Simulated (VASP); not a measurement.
Crystal: Al2Pt.

```xyz
6
Lattice="4.3881 0.0000 0.0000 0.0000 4.8750 0.0000 0.0000 0.0000 4.3936" Properties=species:S:1:pos:R:3 pbc="T T T"
Al    0.9484    3.0156    1.7107
Al    3.4397    1.8594    1.7107
Al    1.2456    0.5781    1.7107
Al    3.1425    4.2969    1.7107
Pt    2.1941    0.0000    3.5446
Pt    0.0000    2.4375    3.5446
```

The cell was built from a structure type or drawn by symmetry, and may not be a known phase.

| Item | Value |
| --- | --- |
| Program | VASP 6.6.1 |
| Task | relaxation of cell and atoms |
| Functional | PBE |
| Potentials or basis | VASP PAW PBE potentials, release 64 (Al, Pt) |
| Cutoff | 600 eV |
| k mesh | 4 × 4 × 4 |
| Occupations | gaussian, width 0.1 eV |
| Spin | no spin polarisation |

At the start: pressure 36.5 GPa; volume 15.66 Å³/atom.

Problem. How do energy, volume and symmetry change on relaxing?

Solution. Over 30 steps the energy falls by 1272.0 meV/atom and the volume is 16.70 Å³/atom (+6.6 %); space group Pba2 (No. 32, to 0.1 Å) before, P4/mbm (No. 127, to 0.1 Å).

The path:
| step | energy change (eV) | largest force (eV/Å) | pressure (GPa) | volume (Å³) |
| --- | --- | --- | --- | --- |
| 1 | 0.0000 | 6.9224 | 36.53 | 93.99 |
| 2 | -0.8009 | 0.7068 | -15.77 | 151.31 |
| 3 | -3.6960 | 0.3845 | -6.68 | 115.77 |
| 4 | -3.7371 | 0.5158 | -5.29 | 114.07 |
| 5 | -3.7553 | 0.7157 | -3.27 | 111.87 |
| 6 | -4.8679 | 0.8364 | -1.80 | 109.61 |
| 7 | -5.1200 | 1.1147 | 0.88 | 107.99 |
| 8 | -5.0711 | 2.2615 | 8.84 | 103.79 |
| 9 | -5.5688 | 1.8814 | 2.33 | 107.78 |
| 10 | -6.2051 | 0.9606 | -8.58 | 115.72 |
| 11 | -6.2768 | 0.6966 | -10.86 | 117.93 |
| 12 | -6.7295 | 0.4350 | -11.12 | 115.81 |
| 13 | -6.9200 | 0.3312 | -11.02 | 114.35 |
| 14 | -7.1166 | 0.4733 | -7.98 | 111.01 |
| 15 | -7.1077 | 0.3946 | -9.31 | 112.08 |
| 16 | -7.3992 | 0.5432 | -4.02 | 105.77 |
| 17 | -7.4602 | 0.6383 | 0.19 | 101.98 |
| 18 | -7.4606 | 0.6470 | 0.60 | 101.64 |
| 19 | -7.4917 | 0.5538 | 0.55 | 101.44 |
| 20 | -7.5581 | 0.2739 | 0.59 | 100.83 |
| 21 | -7.5614 | 0.3137 | 1.75 | 99.61 |
| 22 | -7.5824 | 0.2383 | 1.00 | 100.21 |
| 23 | -7.5922 | 0.1627 | -0.99 | 101.60 |
| 24 | -7.5922 | 0.1644 | -0.96 | 101.57 |
| 25 | -7.6029 | 0.1421 | -0.80 | 101.31 |
| 26 | -7.6200 | 0.1663 | -0.11 | 100.51 |
| 27 | -7.6276 | 0.1104 | 0.26 | 100.16 |
| 28 | -7.6304 | 0.0426 | 0.81 | 99.72 |
| 29 | -7.6279 | 0.0692 | -0.95 | 101.07 |
| 30 | -7.6319 | 0.0290 | 0.13 | 100.23 |

Final structure:
```cif
data_structure
_symmetry_space_group_name_H-M 'P 1'
_symmetry_Int_Tables_number 1
_cell_length_a 6.0585
_cell_length_b 6.0191
_cell_length_c 2.7485
_cell_angle_alpha 90.000
_cell_angle_beta 90.000
_cell_angle_gamma 90.000
_cell_volume 100.23
loop_
_atom_site_label
_atom_site_type_symbol
_atom_site_fract_x
_atom_site_fract_y
_atom_site_fract_z
_atom_site_occupancy
Al1 Al 0.33822 0.66107 0.36205 1
Al2 Al 0.66178 0.33893 0.36205 1
Al3 Al 0.16178 0.16107 0.36205 1
Al4 Al 0.83822 0.83893 0.36205 1
Pt1 Pt 0.50000 0.00000 0.86140 1
Pt2 Pt 0.00000 0.50000 0.86140 1
```

Caveat: a cell axis changed by over 15 % at a fixed basis, so the end point is rough.
